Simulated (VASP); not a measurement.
# Te (P4_132) in VASP: a series of runs

Te is run at these levels: PBE; tasks: single point, relaxation of cell and atoms.

All numbers are computed with VASP 6.6.1; they aren't measurements. Logs are shortened: lines on timing, memory, paths and dates and some standing lists are left out, and cuts for length are marked.

## 1. The cell of the first run

It takes space group P4_132 (No. 213, cubic). Conventional cell: a = 5.223 Å, b = 5.223 Å, c = 5.223 Å, α = 90.00°, β = 90.00°, γ = 90.00°. Te (site symmetry 32) has 6 Te at 3.20 Å within 4.2 Å.

## 2. Single point, PBE

Contents of INCAR:

```
SYSTEM = Te
  PREC = Accurate
  ENCUT = 520
  EDIFF = 1E-7
  ISMEAR = 0
  SIGMA = 0.1
  LREAL = .False.
  LASPH = .True.
  NELM = 100
  ALGO = Normal
  ISIF = 2
  LWAVE = .False.
  LCHARG = .True.
  GGA = PE
  LELF = .True.
  LVHAR = .True.
  NBANDS = 20
```

Contents of KPOINTS:

```
Automatic mesh
0
Gamma
  10 10 10
  0 0 0
```

Contents of POSCAR:

```
Te
1.0
    5.2232579404      0.0000000000      0.0000000000
    0.0000000000      5.2232579404      0.0000000000
    0.0000000000      0.0000000000      5.2232579404
Te
4
Direct
    0.8750000000      0.1250000000      0.6250000000
    0.3750000000      0.3750000000      0.3750000000
    0.1250000000      0.6250000000      0.8750000000
    0.6250000000      0.8750000000      0.1250000000
```

Potentials or basis: VASP PAW PBE potentials, release 64 (Te).

The run is started by

```console
$ cat potpaw_PBE.64/Te/POTCAR > POTCAR
$ mpirun -np 1 vasp_std > vasp.out
```

OUTCAR:

```text
SYSTEM = Te
   PREC = Accurate
   ENCUT = 520
   EDIFF = 1E-7
   ISMEAR = 0
   LREAL = .False.
   LASPH = .True.
   NELM = 100
   ISIF = 2
   GGA = PE

 ion  position               nearest neighbor table
   1  0.875  0.125  0.625-   4 3.20   4 3.20   2 3.20   3 3.20   3 3.20   2 3.20
   2  0.375  0.375  0.375-   3 3.20   3 3.20   4 3.20   1 3.20   4 3.20   1 3.20
   3  0.125  0.625  0.875-   2 3.20   2 3.20   4 3.20   1 3.20   1 3.20   4 3.20
   4  0.625  0.875  0.125-   1 3.20   1 3.20   3 3.20   2 3.20   2 3.20   3 3.20

  LATTYP: Found a simple cubic cell.
 ALAT       =     5.2232579404

  Lattice vectors:

 A1 = (   5.2232579404,   0.0000000000,   0.0000000000)
 A2 = (   0.0000000000,   5.2232579404,   0.0000000000)
 A3 = (   0.0000000000,   0.0000000000,   5.2232579404)

Analysis of symmetry for initial positions (statically):
=====================================================================
 Subroutine PRICEL returns:
 Original cell was already a primitive cell.

 Routine SETGRP: Setting up the symmetry group for a
 simple cubic supercell.

 Subroutine GETGRP returns: Found 24 space group operations
 (whereof  3 operations were pure point group operations)
 out of a pool of 48 trial point group operations.

The static configuration has the point symmetry C_3 .
 The point group associated with its full space group is O   .

Analysis of symmetry for dynamics (positions and initial velocities):
=====================================================================
 Subroutine PRICEL returns:
 Original cell was already a primitive cell.

 Routine SETGRP: Setting up the symmetry group for a
 simple cubic supercell.

 Subroutine GETGRP returns: Found 24 space group operations
 (whereof  3 operations were pure point group operations)
 out of a pool of 48 trial point group operations.

The dynamic configuration has the point symmetry C_3 .
 The point group associated with its full space group is O   .

 Subroutine INISYM returns: Found 24 space group operations
 (whereof  3 operations are pure point group operations),
 and found     1 'primitive' translations

----------------------------------------------------------------------------------------

                                     Primitive cell

  volume of cell :     142.5031

  direct lattice vectors                    reciprocal lattice vectors
     5.223257940  0.000000000  0.000000000     0.191451391  0.000000000  0.000000000
     0.000000000  5.223257940  0.000000000     0.000000000  0.191451391  0.000000000
     0.000000000  0.000000000  5.223257940     0.000000000  0.000000000  0.191451391

  length of vectors
     5.223257940  5.223257940  5.223257940     0.191451391  0.191451391  0.191451391

  position of ions in fractional coordinates (direct lattice)
     0.875000000  0.125000000  0.625000000
     0.375000000  0.375000000  0.375000000
     0.125000000  0.625000000  0.875000000
     0.625000000  0.875000000  0.125000000

  ion indices of the primitive-cell ions
   primitive index   ion index
                 1           1
                 2           2
                 3           3
                 4           4

----------------------------------------------------------------------------------------

 KPOINTS: Automatic mesh

Automatic generation of k-mesh.
 Grid dimensions read from file:
 generate k-points for:   10   10   10

 Generating k-lattice:

  Cartesian coordinates                     Fractional coordinates (reciprocal lattice)
     0.019145139  0.000000000  0.000000000     0.100000000  0.000000000  0.000000000
     0.000000000  0.019145139  0.000000000     0.000000000  0.100000000  0.000000000
     0.000000000  0.000000000  0.019145139     0.000000000  0.000000000  0.100000000

  Length of vectors
     0.019145139  0.019145139  0.019145139

  Shift w.r.t. Gamma in fractional coordinates (k-lattice)
     0.000000000  0.000000000  0.000000000

 Subroutine IBZKPT returns following result:
 ===========================================

 Found     56 irreducible k-points:

 Following reciprocal coordinates:
            Coordinates               Weight
  0.000000  0.000000  0.000000      1.000000
  0.100000  0.000000  0.000000      6.000000
  0.200000  0.000000  0.000000      6.000000
  0.300000  0.000000  0.000000      6.000000
  0.400000  0.000000  0.000000      6.000000
  0.500000  0.000000  0.000000      3.000000
[... 16 lines left out ...]
  0.200000  0.100000  0.100000     24.000000
  0.300000  0.100000  0.100000     24.000000
 [... further k-points ...]
   k-points           NKPTS =     56   k-points in BZ     NKDIM =     56   number of bands    NBANDS=     20
   number of dos      NEDOS =    301   number of ions     NIONS =      4
   total plane-waves  NPLWV =  64000
   dimension x,y,z NGX =    40 NGY =   40 NGZ =   40
   dimension x,y,z NGXF=    80 NGYF=   80 NGZF=   80
   ions per type =               4
   NGX,Y,Z   is equivalent  to a cutoff of  12.73, 12.73, 12.73 a.u.
   NGXF,Y,Z  is equivalent  to a cutoff of  25.46, 25.46, 25.46 a.u.
 SYSTEM =  Te
   PREC   = accura    normal or accurate (medium, high low for compatibility)
   ISTART =      0    job   : 0-new  1-cont  2-samecut
   ICHARG =      2    charge: 1-file 2-atom 10-const
   ISPIN  =      1    spin polarized calculation?
   LNONCOLLINEAR =      F non collinear calculations
   LSORBIT =      F    spin-orbit coupling
   LASPH  =      T    aspherical Exc in radial PAW
   ENCUT  =  520.0 eV  38.22 Ry    6.18 a.u.   9.71  9.71  9.71*2*pi/ulx,y,z
   NELM   =    100;   NELMIN=  2; NELMDL= -5     # of ELM steps
   EDIFF  = 0.1E-06   stopping-criterion for ELM
   LREAL  =      F    real-space projection
   EDIFFG = 0.1E-05   stopping-criterion for IOM
   NSW    =      0    number of steps for IOM
   IBRION =     -1    ionic relax: 0-MD 1-quasi-New 2-CG
   NFREE  =      0    steps in history (QN), initial steepest desc. (CG)
   ISIF   =      2    stress and relaxation
   ISYM   =      2    0-nonsym 1-usesym 2-fastsym
   POTIM  = 0.5000    time-step for ionic-motion
   TEBEG  =    0.0;   TEEND  =   0.0 temperature during run
   PSTRESS=    0.0 pullay stress
   NELECT =      24.0000    total number of electrons
   NUPDOWN=      -1.0000    fix difference up-down
   EMIN   =  10.00;   EMAX   =-10.00  energy-range for DOS
   EFERMI =   0.00;   METHOD = LEGACY
   ISMEAR =     0;   SIGMA  =   0.10  broadening in eV -4-tet -1-fermi 0-gaus
   EFERMI_NEDOS =   21; number of points for ismear=-14 and -15
   IALGO  =     38    algorithm
   IMIX   =      4    mixing-type and parameters
     AMIX     =   0.40;   BMIX     =  1.00
     AMIX_MAG =   1.60;   BMIX_MAG =  1.00
  volume/ion in A,a.u.               =      35.63       240.41
  Fermi-wavevector in a.u.,A,eV,Ry     =   0.904074  1.708451 11.120708  0.817349
  Thomas-Fermi vector in A             =   2.027476
   LORBIT       =      0    0 simple, 1 ext, 2 COOP (PROOUT), +10 PAW based schemes
   GGA     = PE    functional components
   LHFCALC =     F    Hartree Fock is set to
   AEXX    =    0.0000 exact exchange contribution
   IVDW    =     0    specifies the selected vdW correction
   LEPSILON=     F    determine dielectric tensor
   LRPA    =     F    only Hartree local field effects (RPA)
 non-spin polarized calculation
 Gauss-broadening in eV      SIGMA  =   0.10
  energy-cutoff  :      520.00
  volume of cell :      142.50
 maximum number of plane-waves:      3887
 NGX is ok and might be reduce to    40
   NGX = 19   NGY = 19   NGZ = 19

 number of electron      23.9999997 magnetization

 Free energy of the ion-electron system (eV)
  ---------------------------------------------------
  ext. energy  EPLUGINS =         0.00000000
  ---------------------------------------------------
  free energy    TOTEN  =       -11.68448269 eV

  energy without entropy =      -11.67439969  energy(sigma->0) =      -11.67944119

 E-fermi :   5.5097     XC(G=0):  -8.8227

 val. band max:        5.4681722639   @ k =   0.3000   0.3000   0.3000
 cond. band min:       5.5395155435   @ k =   0.1000   0.1000   0.1000
 fundamental gap:      0.0713432796
 Fermi energy:         5.5097264932

 k-point     1 :       0.0000    0.0000    0.0000
  band No.  band energies     occupation
      1      -7.9384      2.00000
      2      -4.8973      2.00000
      3      -4.8973      2.00000
      4      -4.8973      2.00000
      5       2.0449      2.00000
      6       2.0449      2.00000
[... 12 lines left out ...]
     19      11.7489      0.00000
     20      11.7490      0.00000

 k-point     2 :       0.1000    0.0000    0.0000
  band No.  band energies     occupation
      1      -7.8973      2.00000
      2      -5.2852      2.00000
      3      -4.8664      2.00000
      4      -4.5763      2.00000
      5       1.5592      2.00000
      6       1.7100      2.00000
[... 12 lines left out ...]
     19      11.5521      0.00000
     20      11.5928      0.00000

 k-point     3 :       0.2000    0.0000    0.0000
  band No.  band energies     occupation
      1      -7.7748      2.00000
      2      -5.7120      2.00000
      3      -4.7775      2.00000
      4      -4.3485      2.00000
      5       1.1002      2.00000
      6       1.5201      2.00000
[... 12 lines left out ...]
     19      11.1701      0.00000
     20      11.2195      0.00000

 k-point     4 :       0.3000    0.0000    0.0000
  band No.  band energies     occupation
      1      -7.5740      2.00000
      2      -6.1502      2.00000
      3      -4.6425      2.00000
      4      -4.2340      2.00000
      5       0.8016      2.00000
      6       1.3383      2.00000
[... 429 lines left out ...]
 k-point    23 :       0.2000    0.1000    0.1000
  band No.  band energies     occupation
      1      -7.6952      2.00000
      2      -5.7709      2.00000
      3      -4.9303      2.00000
      4      -4.2542      2.00000
      5       0.8621      2.00000
      6       1.4425      2.00000
[... 12 lines left out ...]
     19      11.1738      0.00000
     20      11.2540      0.00000

 k-point    24 :       0.3000    0.1000    0.1000
  band No.  band energies     occupation
      1      -7.4982      2.00000
      2      -6.1418      2.00000
      3      -4.8094      2.00000
      4      -4.2299      2.00000
      5       0.6740      2.00000
      6       1.3737      2.00000
[... 12 lines left out ...]
     19      11.0819      0.00000
     20      11.6315      0.00000

 [... further k-points ...]
[... 5 lines left out ...]
  --------------------------------------------------------------------------------------
  -------------------------------------------------------------------------------------
  Total       -0.0405616     -0.0405616     -0.0405616     -0.0000000     -0.0000000      0.0000000
  in kB       -0.4560386     -0.4560386     -0.4560386     -0.0000000     -0.0000000      0.0000000
  external PRESSURE =      -0.4560386 kB  Pullay stress =       0.0000000 kB

 VOLUME and BASIS-vectors are now :
 -----------------------------------------------------------------------------
  energy-cutoff  :      520.00
  volume of cell :      142.50
      direct lattice vectors                 reciprocal lattice vectors
     5.223257940  0.000000000  0.000000000     0.191451391  0.000000000  0.000000000
     0.000000000  5.223257940  0.000000000     0.000000000  0.191451391  0.000000000
     0.000000000  0.000000000  5.223257940     0.000000000  0.000000000  0.191451391

 POSITION                                       TOTAL-FORCE (eV/Angst)
 -----------------------------------------------------------------------------------
      4.57035      0.65291      3.26454         0.000000     -0.000000      0.000000
      1.95872      1.95872      1.95872        -0.000000     -0.000000      0.000000
      0.65291      3.26454      4.57035        -0.000000      0.000000      0.000000
      3.26454      4.57035      0.65291         0.000000      0.000000      0.000000
 -----------------------------------------------------------------------------------
    total drift:                               -0.000000      0.000000      0.000000

  FREE ENERGIE OF THE ION-ELECTRON SYSTEM (eV)
  ---------------------------------------------------
  free  energy   TOTEN  =       -11.6844826938 eV

  energy  without entropy=      -11.6743996863  energy(sigma->0) =      -11.67944119
```

Wall time 1.8 min (1 thread of Intel Xeon Platinum 8259CL at 2.50GHz (Skylake/Cascade Lake), shared host); peak memory 0.3 GiB.

Results:

```
Free energy            : -11.6845 eV
Pressure               : 0.0 GPa
Band gap on the k mesh : zero (band 12 reaches 6.10 eV, above the bottom of band 13 at 5.31 eV)
```

Caveat: spin-orbit coupling is left out, which moves the levels of the heavy elements.

## 3. Relaxation of cell and atoms, PBE

This run uses another cell than the first one, of 35.38 Å³/atom, 0.993 times its volume.

Contents of INCAR:

```
  PREC = Accurate
  ENCUT = 600
  EDIFF = 1E-6
  ISMEAR = 0
  SIGMA = 0.1
  LREAL = False
  LASPH = True
  NELM = 100
  ALGO = Normal
  ISIF = 3
  LWAVE = False
  LCHARG = False
  GGA = PE
  IBRION = 2
  NSW = 100
  EDIFFG = -0.01
```

Contents of KPOINTS:

```
Automatic mesh
0
Gamma
  10 10 10
```

Contents of POSCAR:

```
Te
1.0
    5.2110361986      0.0000000000      0.0000000000
    0.0000000000      5.2110361986      0.0000000000
    0.0000000000      0.0000000000      5.2110361986
Te
4
Direct
    0.8750000000      0.1250000000      0.6250000000
    0.3750000000      0.3750000000      0.3750000000
    0.1250000000      0.6250000000      0.8750000000
    0.6250000000      0.8750000000      0.1250000000
```

Potentials or basis: VASP PAW PBE potentials, release 64 (Te).

The run is started by

```console
$ cat potpaw_PBE.64/Te/POTCAR > POTCAR
$ mpirun -np 1 vasp_std > vasp.out
```

OUTCAR:

```text
PREC = Accurate
   ENCUT = 600
   EDIFF = 1E-6
   ISMEAR = 0
   LREAL = False
   LASPH = True
   NELM = 100
   ISIF = 3
   GGA = PE
   IBRION = 2
   NSW = 100
   EDIFFG = -0.01

 ion  position               nearest neighbor table
   1  0.875  0.125  0.625-   4 3.19   4 3.19   2 3.19   3 3.19   3 3.19   2 3.19
   2  0.375  0.375  0.375-   3 3.19   3 3.19   4 3.19   1 3.19   4 3.19   1 3.19
   3  0.125  0.625  0.875-   2 3.19   2 3.19   4 3.19   1 3.19   1 3.19   4 3.19
   4  0.625  0.875  0.125-   1 3.19   1 3.19   3 3.19   2 3.19   2 3.19   3 3.19

  LATTYP: Found a simple cubic cell.
 ALAT       =     5.2110361986

  Lattice vectors:

 A1 = (   5.2110361986,   0.0000000000,   0.0000000000)
 A2 = (   0.0000000000,   5.2110361986,   0.0000000000)
 A3 = (   0.0000000000,   0.0000000000,   5.2110361986)

Analysis of symmetry for initial positions (statically):
=====================================================================
 Subroutine PRICEL returns:
 Original cell was already a primitive cell.

[... 178 lines left out ...]

------------------------ aborting loop because EDIFF is reached ----------------------------------------

  FORCE on cell =-STRESS in cart. coord.  units (eV):
  Direction    XX          YY          ZZ          XY          YZ          ZX
  --------------------------------------------------------------------------------------
  -------------------------------------------------------------------------------------
  Total        0.2187308      0.2187308      0.2187308      0.0000000      0.0000000      0.0000000
  in kB        2.4765565      2.4765565      2.4765565      0.0000000      0.0000000      0.0000000
  external PRESSURE =       2.4765565 kB  Pullay stress =       0.0000000 kB
[... 63 lines left out ...]
--------------------------------------- Ionic step        3  -------------------------------------------

 number of electron      24.0000003 magnetization

 Free energy of the ion-electron system (eV)
  ---------------------------------------------------
  ext. energy  EPLUGINS =         0.00000000
  ---------------------------------------------------
  free energy    TOTEN  =       -11.68442288 eV

  energy without entropy =      -11.67433988  energy(sigma->0) =      -11.67938138

 E-fermi :   5.5241     XC(G=0):  -8.8279

 val. band max:        5.4822602311   @ k =   0.3000   0.3000   0.3000
 cond. band min:       5.5532169243   @ k =   0.1000   0.1000   0.1000
 fundamental gap:      0.0709566932
 Fermi energy:         5.5241406203

 k-point     1 :       0.0000    0.0000    0.0000
  band No.  band energies     occupation
      1      -7.9326      2.00000
      2      -4.8853      2.00000
      3      -4.8853      2.00000
      4      -4.8853      2.00000
      5       2.0536      2.00000
      6       2.0536      2.00000
[... 433 lines left out ...]
      3      -4.7972      2.00000
      4      -4.2159      2.00000
      5       0.6814      2.00000
      6       1.3827      2.00000
[... 8 lines left out ...]
     15       6.7830      0.00000
     16       7.0278      0.00000

 [... further k-points ...]
[... 5 lines left out ...]
  --------------------------------------------------------------------------------------
  -------------------------------------------------------------------------------------
  Total        0.0034480      0.0034480      0.0034480      0.0000000     -0.0000000      0.0000000
  in kB        0.0388130      0.0388130      0.0388130      0.0000000     -0.0000000      0.0000000
  external PRESSURE =       0.0388130 kB  Pullay stress =       0.0000000 kB
[... 19 lines left out ...]
  FREE ENERGIE OF THE ION-ELECTRON SYSTEM (eV)
  ---------------------------------------------------
  free  energy   TOTEN  =       -11.6844228828 eV

  energy  without entropy=      -11.6743398763  energy(sigma->0) =      -11.67938138

 reached required accuracy - stopping structural energy minimisation
```

OSZICAR:

```text
N       E                     dE             d eps       ncg     rms          rms(c)
DAV:   1     0.126595379383E+03    0.12660E+03   -0.98235E+03  1792   0.135E+03
DAV:   2    -0.317988745122E+01   -0.12978E+03   -0.12858E+03  2576   0.183E+02
DAV:   3    -0.115038123905E+02   -0.83239E+01   -0.82855E+01  2352   0.530E+01
DAV:   4    -0.116707054168E+02   -0.16689E+00   -0.16686E+00  2288   0.824E+00
[... 17 lines left out ...]
DAV:   1    -0.116846436091E+02   -0.30049E-03   -0.58257E-03  1968   0.350E-01    0.113E-01
DAV:   2    -0.116844933652E+02    0.15024E-03   -0.25169E-04  1800   0.870E-02    0.565E-02
DAV:   3    -0.116844441715E+02    0.49194E-04   -0.45765E-05  1992   0.328E-02    0.191E-02
DAV:   4    -0.116844230063E+02    0.21165E-04   -0.48462E-05  2008   0.303E-02    0.288E-02
DAV:   5    -0.116844228828E+02    0.12359E-06   -0.26019E-06  1360   0.891E-03
   3 F= -.11684423E+02 E0= -.11679381E+02  d E =-.627948E-03
```

CONTCAR:

```text
Te
   1.00000000000000
     5.2211422850978604    0.0000000000000000    0.0000000000000000
     0.0000000000000000    5.2211422850978604    0.0000000000000000
    -0.0000000000000000    0.0000000000000000    5.2211422850978604
  Te
     4
Direct
     0.8750000000000000    0.1250000000000000    0.6250000000000000
     0.3750000000000000    0.3750000000000000    0.3750000000000000
     0.1250000000000000    0.6250000000000000    0.8750000000000000
     0.6250000000000000    0.8750000000000000    0.1250000000000000

  0.00000000E+00  0.00000000E+00  0.00000000E+00
  0.00000000E+00  0.00000000E+00  0.00000000E+00
  0.00000000E+00  0.00000000E+00  0.00000000E+00
  0.00000000E+00  0.00000000E+00  0.00000000E+00
```

It took 3.1 min on 1 thread of Intel Xeon Platinum 8259CL at 2.50GHz (Skylake/Cascade Lake), shared host; peak memory 0.34 GiB.

What came out:

```
Free energy                            : -11.6844 eV
Relaxed volume                         : 35.58 Å³/atom
Relaxed cell                           : a = 5.221 Å, b = 5.221 Å, c = 5.221 Å, α = 90.00°, β = 90.00°, γ = 90.00°
Space group after relaxing (to 0.05 Å) : P4_132 (No. 213)
Energy gained by relaxing              : 0.2 meV/atom
Ionic steps                            : 3
Pressure after relaxing                : 0.0 GPa
Band gap on the k mesh                 : zero (band 12 reaches 6.12 eV, above the bottom of band 13 at 5.33 eV)
```

The path:
| step | energy change (eV) | largest force (eV/Å) | pressure (GPa) | volume (Å³) |
| --- | --- | --- | --- | --- |
| 1 | 0.0000 | 0.0000 | 0.25 | 141.51 |
| 2 | -0.0005 | 0.0000 | -0.08 | 142.63 |
| 3 | -0.0006 | 0.0000 | 0.00 | 142.33 |

Final structure:
```xyz
4
Lattice="5.2211 0.0000 0.0000 0.0000 5.2211 0.0000 0.0000 0.0000 5.2211" Properties=species:S:1:pos:R:3 pbc="T T T"
Te    4.5685    0.6526    3.2632
Te    1.9579    1.9579    1.9579
Te    0.6526    3.2632    4.5685
Te    3.2632    4.5685    0.6526
```

Caveat: spin-orbit coupling is left out, which moves the levels of the heavy elements.
